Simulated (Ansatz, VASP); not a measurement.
**BiTe in VASP and in Ansatz**

```
Bi Te
1.0
     2.30157    1.32881    3.23436
    -2.30157    1.32881    3.23436
     0.00000   -2.65763    3.23436
Bi Te
1 1
Direct
  0.50000 0.50000 0.50000
  0.00000 0.00000 0.00000
```

Change from the starting cell: strain -0.050 along x and y, -0.025 along z, atoms carried along.

Alike in both runs: task single point; functional PBE; k mesh 12 × 12 × 12; occupations gaussian, width 0.15 eV; no spin polarisation.

|  | VASP | Ansatz |
| --- | --- | --- |
| version | VASP 6.6.1 | Ansatz 0.2.0 |
| potentials or method | VASP PAW PBE potentials, release 64 (Bi_d, Te), cutoff 520 eV | scalar-relativistic, plane waves, PAW |
| valence electrons in the cell | 21 | 31 |

|  | VASP | Ansatz | Ansatz less VASP |
| --- | --- | --- | --- |
| gap on the k mesh at the Fermi level (eV) | none | none | - |
| pressure (GPa) | 8.6 | 8.6 | +0.04 |
| traceless stress, the component that is largest in VASP (GPa) | -1.86 | -1.86 | -0.003 |

A gap of «none» marks a metal or a gap that the smearing closes. VASP's potentials hold 21 valence electrons a cell and Ansatz's 31, so a difference there can come from the potentials and not from the codes.

Neither program's run includes spin-orbit coupling.
